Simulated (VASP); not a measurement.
# Cu3N (Pm-3m) in VASP: single point with PBEsol

Aim: the single point of Cu3N with PBEsol.

All numbers are computed with VASP 6.6.1; they aren't measurements. Logs are shortened: lines on timing, memory, paths and dates and some standing lists are left out, and cuts for length are marked.

### 1 The cell of the first run

Symmetry: Pm-3m, No. 221, cubic system. The conventional cell has a = 3.814 Å, b = 3.814 Å, c = 3.814 Å, α = 90.00°, β = 90.00°, γ = 90.00°. Within 2.5 Å of Cu (site symmetry 4/mmm) lie 2 N at 1.91 Å. N (site symmetry m-3m) has 6 Cu at 1.91 Å within 2.5 Å.

### 2 Single point, PBEsol

Input file INCAR:

```
SYSTEM = Cu3N
PREC = Accurate
ENCUT = 600
EDIFF = 1E-6
ISMEAR = -1
SIGMA = 0.08
LREAL = .FALSE.
LASPH = .TRUE.
NELM = 120
ALGO = Normal
ISIF = 2
LWAVE = .FALSE.
LCHARG = .FALSE.
GGA = PS
NBANDS = 27
GGA_COMPAT = .FALSE.
```

Input file KPOINTS:

```
Automatic mesh
0
G
  10 10 10
  0 0 0
```

Input file POSCAR:

```
Cu3N
1.0
    3.8140000000      0.0000000000      0.0000000000
    0.0000000000      3.8140000000      0.0000000000
    0.0000000000      0.0000000000      3.8140000000
Cu N
3 1
Direct
    0.5000000000      0.0000000000      0.0000000000
    0.0000000000      0.5000000000      0.0000000000
    0.0000000000      0.0000000000      0.5000000000
    0.0000000000      0.0000000000      0.0000000000
```

Potentials or basis: VASP PAW PBE potentials, release 64 (Cu, N).

Run with:

```bash
> cat potpaw_PBE.64/Cu/POTCAR potpaw_PBE.64/N/POTCAR > POTCAR
> mpirun -np 1 vasp_std > vasp.out
```

OUTCAR:

```text
SYSTEM = Cu3N
   PREC = Accurate
   ENCUT = 600
   EDIFF = 1E-6
   ISMEAR = -1
   LREAL = .FALSE.
   LASPH = .TRUE.
   NELM = 120
   ISIF = 2
   GGA = PS

 ion  position               nearest neighbor table
   1  0.500  0.000  0.000-   4 1.91   4 1.91   2 2.70   3 2.70   2 2.70   2 2.70   3 2.70   3 2.70
                             3 2.70   2 2.70
   2  0.000  0.500  0.000-   4 1.91   4 1.91   1 2.70   3 2.70   1 2.70   3 2.70   3 2.70   3 2.70
                             1 2.70   1 2.70
   3  0.000  0.000  0.500-   4 1.91   4 1.91   1 2.70   1 2.70   2 2.70   2 2.70   2 2.70   2 2.70
                             1 2.70   1 2.70
   4  0.000  0.000  0.000-   1 1.91   2 1.91   3 1.91   3 1.91   2 1.91   1 1.91

  LATTYP: Found a simple cubic cell.
 ALAT       =     3.8140000000

  Lattice vectors:

 A1 = (   3.8140000000,   0.0000000000,   0.0000000000)
 A2 = (   0.0000000000,   3.8140000000,   0.0000000000)
 A3 = (   0.0000000000,   0.0000000000,   3.8140000000)

Analysis of symmetry for initial positions (statically):
=====================================================================
 Subroutine PRICEL returns:
 Original cell was already a primitive cell.

 Routine SETGRP: Setting up the symmetry group for a
 simple cubic supercell.

 Subroutine GETGRP returns: Found 48 space group operations
 (whereof 48 operations were pure point group operations)
 out of a pool of 48 trial point group operations.

The static configuration has the point symmetry O_h .

Analysis of symmetry for dynamics (positions and initial velocities):
=====================================================================
 Subroutine PRICEL returns:
 Original cell was already a primitive cell.

 Routine SETGRP: Setting up the symmetry group for a
 simple cubic supercell.

 Subroutine GETGRP returns: Found 48 space group operations
 (whereof 48 operations were pure point group operations)
 out of a pool of 48 trial point group operations.

The dynamic configuration has the point symmetry O_h .

 Subroutine INISYM returns: Found 48 space group operations
 (whereof 48 operations are pure point group operations),
 and found     1 'primitive' translations

----------------------------------------------------------------------------------------

                                     Primitive cell

  volume of cell :      55.4807

  direct lattice vectors                    reciprocal lattice vectors
     3.814000000  0.000000000  0.000000000     0.262191924  0.000000000  0.000000000
     0.000000000  3.814000000  0.000000000     0.000000000  0.262191924  0.000000000
     0.000000000  0.000000000  3.814000000     0.000000000  0.000000000  0.262191924

  length of vectors
     3.814000000  3.814000000  3.814000000     0.262191924  0.262191924  0.262191924

  position of ions in fractional coordinates (direct lattice)
     0.500000000  0.000000000  0.000000000
     0.000000000  0.500000000  0.000000000
     0.000000000  0.000000000  0.500000000
     0.000000000  0.000000000  0.000000000

  ion indices of the primitive-cell ions
   primitive index   ion index
                 1           1
                 2           2
                 3           3
                 4           4

----------------------------------------------------------------------------------------

 KPOINTS: Automatic mesh

Automatic generation of k-mesh.
 Grid dimensions read from file:
 generate k-points for:   10   10   10

 Generating k-lattice:

  Cartesian coordinates                     Fractional coordinates (reciprocal lattice)
     0.026219192  0.000000000  0.000000000     0.100000000  0.000000000  0.000000000
     0.000000000  0.026219192  0.000000000     0.000000000  0.100000000  0.000000000
     0.000000000  0.000000000  0.026219192     0.000000000  0.000000000  0.100000000

  Length of vectors
     0.026219192  0.026219192  0.026219192

  Shift w.r.t. Gamma in fractional coordinates (k-lattice)
     0.000000000  0.000000000  0.000000000

 Subroutine IBZKPT returns following result:
 ===========================================

 Found     56 irreducible k-points:

 Following reciprocal coordinates:
            Coordinates               Weight
  0.000000  0.000000  0.000000      1.000000
  0.100000  0.000000  0.000000      6.000000
  0.200000  0.000000  0.000000      6.000000
  0.300000  0.000000  0.000000      6.000000
  0.400000  0.000000  0.000000      6.000000
  0.500000  0.000000  0.000000      3.000000
[... 16 lines left out ...]
  0.200000  0.100000  0.100000     24.000000
  0.300000  0.100000  0.100000     24.000000
 [... further k-points ...]
   k-points           NKPTS =     56   k-points in BZ     NKDIM =     56   number of bands    NBANDS=     27
   number of dos      NEDOS =    301   number of ions     NIONS =      4
   total plane-waves  NPLWV =  27000
   dimension x,y,z NGX =    30 NGY =   30 NGZ =   30
   dimension x,y,z NGXF=    60 NGYF=   60 NGZF=   60
   ions per type =               3   1
   NGX,Y,Z   is equivalent  to a cutoff of  13.08, 13.08, 13.08 a.u.
   NGXF,Y,Z  is equivalent  to a cutoff of  26.15, 26.15, 26.15 a.u.
 SYSTEM =  Cu3N
   PREC   = accura    normal or accurate (medium, high low for compatibility)
   ISTART =      0    job   : 0-new  1-cont  2-samecut
   ICHARG =      2    charge: 1-file 2-atom 10-const
   ISPIN  =      1    spin polarized calculation?
   LNONCOLLINEAR =      F non collinear calculations
   LSORBIT =      F    spin-orbit coupling
   LASPH  =      T    aspherical Exc in radial PAW
   ENCUT  =  600.0 eV  44.10 Ry    6.64 a.u.   7.62  7.62  7.62*2*pi/ulx,y,z
   NELM   =    120;   NELMIN=  2; NELMDL= -5     # of ELM steps
   EDIFF  = 0.1E-05   stopping-criterion for ELM
   LREAL  =      F    real-space projection
   EDIFFG = 0.1E-04   stopping-criterion for IOM
   NSW    =      0    number of steps for IOM
   IBRION =     -1    ionic relax: 0-MD 1-quasi-New 2-CG
   NFREE  =      0    steps in history (QN), initial steepest desc. (CG)
   ISIF   =      2    stress and relaxation
   ISYM   =      2    0-nonsym 1-usesym 2-fastsym
   POTIM  = 0.5000    time-step for ionic-motion
   TEBEG  =    0.0;   TEEND  =   0.0 temperature during run
   PSTRESS=    0.0 pullay stress
   NELECT =      38.0000    total number of electrons
   NUPDOWN=      -1.0000    fix difference up-down
   EMIN   =  10.00;   EMAX   =-10.00  energy-range for DOS
   EFERMI =   0.00;   METHOD = LEGACY
   ISMEAR =    -1;   SIGMA  =   0.08  broadening in eV -4-tet -1-fermi 0-gaus
   EFERMI_NEDOS =   21; number of points for ismear=-14 and -15
   IALGO  =     38    algorithm
   IMIX   =      4    mixing-type and parameters
     AMIX     =   0.40;   BMIX     =  1.00
     AMIX_MAG =   1.60;   BMIX_MAG =  1.00
  volume/ion in A,a.u.               =      13.87        93.60
  Fermi-wavevector in a.u.,A,eV,Ry     =   1.443074  2.727015 28.333633  2.082463
  Thomas-Fermi vector in A             =   2.561523
   LORBIT       =      0    0 simple, 1 ext, 2 COOP (PROOUT), +10 PAW based schemes
   GGA     = PS    functional components
   LHFCALC =     F    Hartree Fock is set to
   AEXX    =    0.0000 exact exchange contribution
   IVDW    =     0    specifies the selected vdW correction
   LEPSILON=     F    determine dielectric tensor
   LRPA    =     F    only Hartree local field effects (RPA)
 non-spin polarized calculation
  energy-cutoff  :      600.00
  volume of cell :       55.48
 maximum number of plane-waves:      1868
   NGX = 15   NGY = 15   NGZ = 15

 number of electron      37.9999943 magnetization

 Free energy of the ion-electron system (eV)
  ---------------------------------------------------
  ext. energy  EPLUGINS =         0.00000000
  ---------------------------------------------------
  free energy    TOTEN  =       -20.41828701 eV

  energy without entropy =      -20.41505481  energy(sigma->0) =      -20.41667091

 E-fermi :   4.8740     XC(G=0): -10.9990

 val. band max:        4.7456840758   @ k =   0.5000   0.5000   0.5000
 cond. band min:       4.9134578787   @ k =   0.5000   0.5000   0.0000
 fundamental gap:      0.1677738029
 Fermi energy:         4.8739934234

 k-point     1 :       0.0000    0.0000    0.0000
  band No.  band energies     occupation
      1     -12.0557      2.00000
      2      -0.5147      2.00000
      3      -0.0602      2.00000
      4      -0.0602      2.00000
      5      -0.0602      2.00000
      6       0.8766      2.00000
[... 19 lines left out ...]
     26      16.9536      0.00000
     27      16.9536      0.00000

 k-point     2 :       0.1000    0.0000    0.0000
  band No.  band energies     occupation
      1     -12.0186      2.00000
      2      -0.6709      2.00000
      3      -0.2068      2.00000
      4      -0.1727      2.00000
      5      -0.1727      2.00000
      6       0.8871      2.00000
[... 19 lines left out ...]
     26      16.3489      0.00000
     27      16.4814      0.00000

 k-point     3 :       0.2000    0.0000    0.0000
  band No.  band energies     occupation
      1     -11.9181      2.00000
      2      -1.3519      2.00000
      3      -0.3908      2.00000
      4      -0.3908      2.00000
      5      -0.0733      2.00000
      6       0.9152      2.00000
[... 19 lines left out ...]
     26      15.1188      0.00000
     27      15.5926      0.00000

 k-point     4 :       0.3000    0.0000    0.0000
  band No.  band energies     occupation
      1     -11.7870      2.00000
      2      -2.0794      2.00000
      3      -0.5908      2.00000
      4      -0.5908      2.00000
      5       0.2413      2.00000
      6       0.9516      2.00000
[... 19 lines left out ...]
     26      14.2043      0.00000
     27      14.7631      0.00000
[... 516 lines left out ...]
      4      -0.6125      2.00000
      5      -0.0317      2.00000
      6       1.0164      2.00000
[... 19 lines left out ...]
     26      15.1793      0.00000
     27      15.1793      0.00000

 k-point    23 :       0.2000    0.1000    0.1000
  band No.  band energies     occupation
      1     -11.8433      2.00000
      2      -1.4030      2.00000
      3      -0.8159      2.00000
      4      -0.7711      2.00000
      5       0.1186      2.00000
      6       1.0434      2.00000
[... 19 lines left out ...]
     26      14.1276      0.00000
     27      14.7248      0.00000

 k-point    24 :       0.3000    0.1000    0.1000
  band No.  band energies     occupation
      1     -11.7118      2.00000
      2      -2.1120      2.00000
      3      -0.9360      2.00000
      4      -0.9314      2.00000
      5       0.3996      2.00000
      6       1.0863      2.00000
[... 19 lines left out ...]
     26      13.9258      0.00000
     27      14.9709      0.00000

 [... further k-points ...]
[... 5 lines left out ...]
  --------------------------------------------------------------------------------------
  -------------------------------------------------------------------------------------
  Total       -1.4088939     -1.4088939     -1.4088939     -0.0000000      0.0000000      0.0000000
  in kB      -40.6861693    -40.6861693    -40.6861693     -0.0000000      0.0000000      0.0000000
  external PRESSURE =     -40.6861693 kB  Pullay stress =       0.0000000 kB

 VOLUME and BASIS-vectors are now :
 -----------------------------------------------------------------------------
  energy-cutoff  :      600.00
  volume of cell :       55.48
      direct lattice vectors                 reciprocal lattice vectors
     3.814000000  0.000000000  0.000000000     0.262191924  0.000000000  0.000000000
     0.000000000  3.814000000  0.000000000     0.000000000  0.262191924  0.000000000
     0.000000000  0.000000000  3.814000000     0.000000000  0.000000000  0.262191924

 POSITION                                       TOTAL-FORCE (eV/Angst)
 -----------------------------------------------------------------------------------
      1.90700      0.00000      0.00000         0.000000      0.000000      0.000000
      0.00000      1.90700      0.00000         0.000000      0.000000      0.000000
      0.00000      0.00000      1.90700         0.000000      0.000000      0.000000
      0.00000      0.00000      0.00000         0.000000      0.000000      0.000000
 -----------------------------------------------------------------------------------
    total drift:                                0.000000      0.000000      0.000000

  FREE ENERGIE OF THE ION-ELECTRON SYSTEM (eV)
  ---------------------------------------------------
  free  energy   TOTEN  =       -20.4182870112 eV

  energy  without entropy=      -20.4150548071  energy(sigma->0) =      -20.41667091
```

Wall time 2.4 min (1 thread of AMD EPYC 7R13, shared host); peak memory 0.19 GiB.

Results:

```
Free energy            : -20.4183 eV
Pressure               : -4.1 GPa
Band gap on the k mesh : 0.17 eV (least direct gap 0.71 eV)
```

Caveat: the cell stands under tension; the PAW data sets were made with another functional, which shifts forces and pressure a little. A k mesh can miss the band edges.
